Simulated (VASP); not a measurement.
# Sr (P6_3/mmc) in VASP: a series of runs

Sr is run at these levels: r2SCAN; tasks: single point.

All numbers are computed with VASP 6.6.1; they aren't measurements. Logs are shortened: lines on timing, memory, paths and dates and some standing lists are left out, and cuts for length are marked.

### 1 The cell of the first run

Symmetry: P6_3/mmc, No. 194, hexagonal system. The conventional cell has a = 4.202 Å, b = 4.202 Å, c = 7.050 Å, α = 90.00°, β = 90.00°, γ = 120.00°. Sr (site symmetry -6m2) has 12 Sr at 4.20 to 4.28 Å within 5.5 Å.

This isn't the form of Sr at room conditions, which is fcc.

### 2 Single point, r2SCAN (strain -0.025 along x and y, +0.000 along z)

The input, POSCAR:

```
Sr
1.0
    4.2022502152      0.0000000000      0.0000000000
   -2.1011251076      3.6392554394      0.0000000000
    0.0000000000      0.0000000000      7.0500000000
Sr
2
Direct
    0.3333333333      0.6666666667      0.2500000000
    0.6666666667      0.3333333333      0.7500000000
```

The input, INCAR.step1:

```
  PREC = Accurate
  ENCUT = 520
  ISMEAR = 0
  SIGMA = 0.15
  LREAL = False
  LASPH = True
  NELM = 100
  NBANDS = 17
  GGA = PE
  ALGO = Normal
  EDIFF = 1E-4
  LWAVE = True
  LCHARG = False
```

The input, INCAR.step2:

```
  PREC = Accurate
  ENCUT = 520
  EDIFF = 1E-7
  ISMEAR = 0
  SIGMA = 0.15
  LREAL = False
  LASPH = True
  NELM = 100
  ALGO = Normal
  ISIF = 2
  LWAVE = False
  LCHARG = False
  METAGGA = R2SCAN
  LMIXTAU = True
  NBANDS = 17
  ISTART = 1
```

The input, KPOINTS:

```
regular mesh
0
Gamma
  12 12 8
```

Potentials or basis: VASP PAW PBE potentials, release 64 (Sr_sv).

On the command line:

```sh
$ cat potpaw_PBE.64/Sr_sv/POTCAR > POTCAR
$ cp INCAR.step1 INCAR
$ mpirun -np 1 vasp_std > vasp.out
$ cp INCAR.step2 INCAR
$ mpirun -np 1 vasp_std > vasp.out
```

OUTCAR:

```text
PREC = Accurate
   ENCUT = 520
   EDIFF = 1E-7
   ISMEAR = 0
   LREAL = False
   LASPH = True
   NELM = 100
   ISIF = 2
   METAGGA = R2SCAN
   ISTART = 1

 ion  position               nearest neighbor table
   1  0.333  0.667  0.250-   2 4.28   2 4.28   2 4.28   2 4.28   2 4.28   2 4.28
   2  0.667  0.333  0.750-   1 4.28   1 4.28   1 4.28   1 4.28   1 4.28   1 4.28

  LATTYP: Found a hexagonal cell.
 ALAT       =     4.2022502152
 C/A-ratio  =     1.6776725894

  Lattice vectors:

 A1 = (   4.2022502152,   0.0000000000,   0.0000000000)
 A2 = (  -2.1011251076,   3.6392554394,   0.0000000000)
 A3 = (   0.0000000000,   0.0000000000,   7.0500000000)

Analysis of symmetry for initial positions (statically):
=====================================================================
 Subroutine PRICEL returns:
 Original cell was already a primitive cell.

 Routine SETGRP: Setting up the symmetry group for a
 hexagonal supercell.

 Subroutine GETGRP returns: Found 24 space group operations
 (whereof 12 operations were pure point group operations)
 out of a pool of 24 trial point group operations.

The static configuration has the point symmetry D_3d.
 The point group associated with its full space group is D_6h.

Analysis of symmetry for dynamics (positions and initial velocities):
=====================================================================
 Subroutine PRICEL returns:
 Original cell was already a primitive cell.

 Routine SETGRP: Setting up the symmetry group for a
 hexagonal supercell.

 Subroutine GETGRP returns: Found 24 space group operations
 (whereof 12 operations were pure point group operations)
 out of a pool of 24 trial point group operations.

The dynamic configuration has the point symmetry D_3d.
 The point group associated with its full space group is D_6h.

 Subroutine INISYM returns: Found 24 space group operations
 (whereof 12 operations are pure point group operations),
 and found     1 'primitive' translations

----------------------------------------------------------------------------------------

                                     Primitive cell

  volume of cell :     107.8161

  direct lattice vectors                    reciprocal lattice vectors
     4.202250215  0.000000000  0.000000000     0.237967743  0.137390741  0.000000000
    -2.101125108  3.639255439  0.000000000     0.000000000  0.274781481  0.000000000
     0.000000000  0.000000000  7.050000000     0.000000000  0.000000000  0.141843972

  length of vectors
     4.202250215  4.202250215  7.050000000     0.274781481  0.274781481  0.141843972

  position of ions in fractional coordinates (direct lattice)
     0.333333333  0.666666667  0.250000000
     0.666666667  0.333333333  0.750000000

  ion indices of the primitive-cell ions
   primitive index   ion index
                 1           1
                 2           2

----------------------------------------------------------------------------------------

 KPOINTS: regular mesh

Automatic generation of k-mesh.
 Grid dimensions read from file:
 generate k-points for:   12   12    8

 Generating k-lattice:

  Cartesian coordinates                     Fractional coordinates (reciprocal lattice)
     0.019830645  0.011449228  0.000000000     0.083333333  0.000000000  0.000000000
     0.000000000  0.022898457  0.000000000     0.000000000  0.083333333  0.000000000
     0.000000000  0.000000000  0.017730496     0.000000000  0.000000000  0.125000000

  Length of vectors
     0.022898457  0.022898457  0.017730496

  Shift w.r.t. Gamma in fractional coordinates (k-lattice)
     0.000000000  0.000000000  0.000000000

 Subroutine IBZKPT returns following result:
 ===========================================

 Found     95 irreducible k-points:

 Following reciprocal coordinates:
            Coordinates               Weight
  0.000000  0.000000  0.000000      1.000000
  0.083333  0.000000  0.000000      6.000000
  0.166667  0.000000  0.000000      6.000000
  0.250000  0.000000  0.000000      6.000000
  0.333333 -0.000000  0.000000      6.000000
  0.416667 -0.000000  0.000000      6.000000
[... 16 lines left out ...]
  0.250000  0.000000  0.125000     12.000000
  0.333333 -0.000000  0.125000     12.000000
 [... further k-points ...]
   k-points           NKPTS =     95   k-points in BZ     NKDIM =     95   number of bands    NBANDS=     17
   number of dos      NEDOS =    301   number of ions     NIONS =      2
   total plane-waves  NPLWV =  55296
   dimension x,y,z NGX =    32 NGY =   32 NGZ =   54
   dimension x,y,z NGXF=    64 NGYF=   64 NGZF=  108
   ions per type =               2
   NGX,Y,Z   is equivalent  to a cutoff of  12.66, 12.66, 12.73 a.u.
   NGXF,Y,Z  is equivalent  to a cutoff of  25.32, 25.32, 25.47 a.u.
 SYSTEM =  unknown system
   PREC   = accura    normal or accurate (medium, high low for compatibility)
   ISTART =      1    job   : 0-new  1-cont  2-samecut
   ICHARG =      0    charge: 1-file 2-atom 10-const
   ISPIN  =      1    spin polarized calculation?
   LNONCOLLINEAR =      F non collinear calculations
   LSORBIT =      F    spin-orbit coupling
   LASPH  =      T    aspherical Exc in radial PAW
   ENCUT  =  520.0 eV  38.22 Ry    6.18 a.u.   7.81  7.81 13.11*2*pi/ulx,y,z
   NELM   =    100;   NELMIN=  2; NELMDL=  0     # of ELM steps
   EDIFF  = 0.1E-06   stopping-criterion for ELM
   LREAL  =      F    real-space projection
   EDIFFG = 0.1E-05   stopping-criterion for IOM
   NSW    =      0    number of steps for IOM
   IBRION =     -1    ionic relax: 0-MD 1-quasi-New 2-CG
   NFREE  =      0    steps in history (QN), initial steepest desc. (CG)
   ISIF   =      2    stress and relaxation
   ISYM   =      2    0-nonsym 1-usesym 2-fastsym
   POTIM  = 0.5000    time-step for ionic-motion
   TEBEG  =    0.0;   TEEND  =   0.0 temperature during run
   PSTRESS=    0.0 pullay stress
   NELECT =      20.0000    total number of electrons
   NUPDOWN=      -1.0000    fix difference up-down
   EMIN   =  10.00;   EMAX   =-10.00  energy-range for DOS
   EFERMI =   0.00;   METHOD = LEGACY
   ISMEAR =     0;   SIGMA  =   0.15  broadening in eV -4-tet -1-fermi 0-gaus
   EFERMI_NEDOS =   21; number of points for ismear=-14 and -15
   IALGO  =     38    algorithm
   IMIX   =      4    mixing-type and parameters
     AMIX     =   0.40;   BMIX     =  1.00
     AMIX_MAG =   1.60;   BMIX_MAG =  1.00
  volume/ion in A,a.u.               =      53.91       363.79
  Fermi-wavevector in a.u.,A,eV,Ry     =   0.933663  1.764368 11.860569  0.871727
  Thomas-Fermi vector in A             =   2.060388
   LORBIT       =      0    0 simple, 1 ext, 2 COOP (PROOUT), +10 PAW based schemes
   METAGGA = R2SCAN    functional components
   LHFCALC =     F    Hartree Fock is set to
   AEXX    =    0.0000 exact exchange contribution
   IVDW    =     0    specifies the selected vdW correction
   LEPSILON=     F    determine dielectric tensor
   LRPA    =     F    only Hartree local field effects (RPA)
 non-spin polarized calculation
 Gauss-broadening in eV      SIGMA  =   0.15
  energy-cutoff  :      520.00
  volume of cell :      107.82
 maximum number of plane-waves:      2949
 NGX is ok and might be reduce to    32
   NGX = 15   NGY = 15   NGZ = 27

 number of electron      20.0000001 magnetization

 Free energy of the ion-electron system (eV)
  ---------------------------------------------------
  ext. energy  EPLUGINS =         0.00000000
  ---------------------------------------------------
  free energy    TOTEN  =       -30.18663756 eV

  energy without entropy =      -30.16051430  energy(sigma->0) =      -30.17357593

 E-fermi :   1.6987     XC(G=0):  -7.8586

 val. band max:        1.6921308162   @ k =   0.2500   0.0833   0.0000
 cond. band min:       1.7046426089   @ k =   0.3333   0.0833   0.0000
 fundamental gap:      0.0125117927
 Fermi energy:         1.6987175964

 k-point     1 :       0.0000    0.0000    0.0000
  band No.  band energies     occupation
      1     -36.2980      2.00000
      2     -36.2832      2.00000
      3     -17.7517      2.00000
      4     -17.5823      2.00000
      5     -17.5823      2.00000
      6     -17.5570      2.00000
[... 9 lines left out ...]
     16       4.7912      0.00000
     17       5.4638      0.00000

 k-point     2 :       0.0833    0.0000    0.0000
  band No.  band energies     occupation
      1     -36.2969      2.00000
      2     -36.2825      2.00000
      3     -17.7468      2.00000
      4     -17.5946      2.00000
      5     -17.5860      2.00000
      6     -17.5697      2.00000
[... 9 lines left out ...]
     16       4.8957      0.00000
     17       5.2276      0.00000

 k-point     3 :       0.1667    0.0000    0.0000
  band No.  band energies     occupation
      1     -36.2940      2.00000
      2     -36.2809      2.00000
      3     -17.7328      2.00000
      4     -17.6283      2.00000
      5     -17.6038      2.00000
      6     -17.5958      2.00000
[... 9 lines left out ...]
     16       4.7608      0.00000
     17       5.0517      0.00000

 k-point     4 :       0.2500    0.0000    0.0000
  band No.  band energies     occupation
      1     -36.2898      2.00000
      2     -36.2788      2.00000
      3     -17.7119      2.00000
      4     -17.6746      2.00000
      5     -17.6492      2.00000
      6     -17.6089      2.00000
[... 9 lines left out ...]
     16       5.0904      0.00000
     17       5.2353      0.00000

 k-point     5 :       0.3333   -0.0000    0.0000
  band No.  band energies     occupation
      1     -36.2854      2.00000
      2     -36.2769      2.00000
      3     -17.7210      2.00000
      4     -17.6932      2.00000
      5     -17.6878      2.00000
      6     -17.6217      2.00000
[... 9 lines left out ...]
     16       5.5471      0.00000
     17       5.8690      0.00000

 k-point     6 :       0.4167   -0.0000    0.0000
  band No.  band energies     occupation
      1     -36.2819      2.00000
      2     -36.2759      2.00000
      3     -17.7550      2.00000
      4     -17.7248      2.00000
      5     -17.6657      2.00000
      6     -17.6308      2.00000
[... 9 lines left out ...]
     16       6.0438      0.00000
     17       6.6285      0.00000

 k-point     7 :       0.5000    0.0000    0.0000
  band No.  band energies     occupation
      1     -36.2805      2.00000
      2     -36.2756      2.00000
      3     -17.7674      2.00000
      4     -17.7362      2.00000
      5     -17.6555      2.00000
      6     -17.6342      2.00000
[... 9 lines left out ...]
     16       6.3701      0.00000
     17       7.1443      0.00000

 k-point     8 :       0.0833    0.0833    0.0000
  band No.  band energies     occupation
      1     -36.2949      2.00000
      2     -36.2814      2.00000
      3     -17.7373      2.00000
      4     -17.6155      2.00000
      5     -17.6010      2.00000
      6     -17.5854      2.00000
[... 9 lines left out ...]
     16       4.8745      0.00000
     17       5.1155      0.00000
[... 203 lines left out ...]
      1     -36.2765      2.00000
      2     -36.2765      2.00000
      3     -17.7246      2.00000
      4     -17.6977      2.00000
      5     -17.6977      2.00000
      6     -17.6667      2.00000
[... 9 lines left out ...]
     16       5.9139      0.00000
     17       5.9139      0.00000

 k-point    20 :       0.0000    0.0000    0.1250
  band No.  band energies     occupation
      1     -36.2974      2.00000
      2     -36.2837      2.00000
      3     -17.7441      2.00000
      4     -17.5813      2.00000
      5     -17.5813      2.00000
      6     -17.5580      2.00000
[... 9 lines left out ...]
     16       4.7425      0.00000
     17       5.5534      0.00000

 k-point    21 :       0.0833    0.0000    0.1250
  band No.  band energies     occupation
      1     -36.2964      2.00000
      2     -36.2831      2.00000
      3     -17.7396      2.00000
      4     -17.5934      2.00000
      5     -17.5850      2.00000
      6     -17.5725      2.00000
[... 9 lines left out ...]
     16       4.8347      0.00000
     17       5.3755      0.00000

 k-point    22 :       0.1667    0.0000    0.1250
  band No.  band energies     occupation
      1     -36.2935      2.00000
      2     -36.2814      2.00000
      3     -17.7272      2.00000
      4     -17.6264      2.00000
      5     -17.6071      2.00000
      6     -17.5947      2.00000
[... 9 lines left out ...]
     16       5.0129      0.00000
     17       5.0957      0.00000

 k-point    23 :       0.2500    0.0000    0.1250
  band No.  band energies     occupation
      1     -36.2894      2.00000
      2     -36.2792      2.00000
      3     -17.7119      2.00000
      4     -17.6688      2.00000
      5     -17.6519      2.00000
      6     -17.6076      2.00000
[... 9 lines left out ...]
     16       5.1926      0.00000
     17       5.2431      0.00000

 k-point    24 :       0.3333   -0.0000    0.1250
  band No.  band energies     occupation
      1     -36.2851      2.00000
      2     -36.2772      2.00000
      3     -17.7269      2.00000
      4     -17.6985      2.00000
      5     -17.6749      2.00000
      6     -17.6202      2.00000
[... 9 lines left out ...]
     16       5.5600      0.00000
     17       5.8202      0.00000

 [... further k-points ...]

------------------------ aborting loop because EDIFF is reached ----------------------------------------

  FORCE on cell =-STRESS in cart. coord.  units (eV):
  Direction    XX          YY          ZZ          XY          YZ          ZX
  --------------------------------------------------------------------------------------
  -------------------------------------------------------------------------------------
  Total        0.6028535      0.6028535      0.3397680      0.0000000      0.0000000      0.0000000
  in kB        8.9585723      8.9585723      5.0490479      0.0000000      0.0000000      0.0000000
  external PRESSURE =       7.6553975 kB  Pullay stress =       0.0000000 kB

 VOLUME and BASIS-vectors are now :
 -----------------------------------------------------------------------------
  energy-cutoff  :      520.00
  volume of cell :      107.82
      direct lattice vectors                 reciprocal lattice vectors
     4.202250215  0.000000000  0.000000000     0.237967743  0.137390741  0.000000000
    -2.101125108  3.639255439  0.000000000     0.000000000  0.274781481  0.000000000
     0.000000000  0.000000000  7.050000000     0.000000000  0.000000000  0.141843972

 POSITION                                       TOTAL-FORCE (eV/Angst)
 -----------------------------------------------------------------------------------
     -0.00000      2.42617      1.76250         0.000000      0.000000     -0.000000
      2.10113      1.21309      5.28750        -0.000000     -0.000000      0.000000
 -----------------------------------------------------------------------------------
    total drift:                               -0.000000      0.000000     -0.000000

  FREE ENERGIE OF THE ION-ELECTRON SYSTEM (eV)
  ---------------------------------------------------
  free  energy   TOTEN  =       -30.1866375642 eV

  energy  without entropy=      -30.1605142978  energy(sigma->0) =      -30.17357593
```

It took 4.6 min on 1 thread of Intel Xeon 6975P-C (Granite Rapids), shared host; peak memory 0.33 GiB.

What came out:

```
Free energy            : -30.1866 eV
Pressure               : 0.8 GPa
Band gap on the k mesh : zero (bands 10 and 11 overlap by 0.34 eV)
```

Levels at points of the mesh, in eV from the Fermi level:
```csv
k point,band 6,band 7,band 8,band 9,band 10,band 11,band 12,band 13,band 14,band 15
"(0.00, 0.00, 0.00)",-19.26,-19.26,-19.24,-3.89,-1.18,-0.15,2.52,2.67,2.67,3.09
"(0.50, 0.00, 0.00)",-19.33,-19.29,-19.29,-1.08,-0.58,0.07,0.33,1.39,2.02,2.61
"(0.00, 0.00, 0.50)",-19.27,-19.27,-19.27,-2.92,-2.92,1.36,1.36,2.69,2.69,2.69
"(0.50, 0.00, 0.50)",-19.31,-19.30,-19.30,-0.79,-0.79,0.23,0.23,1.48,1.48,3.43
```

Caveat: the cell differs from its parent crystal (strain -0.025 along x and y, +0.000 along z); the PAW data sets were made with another functional, which shifts forces and pressure a little.

[end of part 1 of 2]
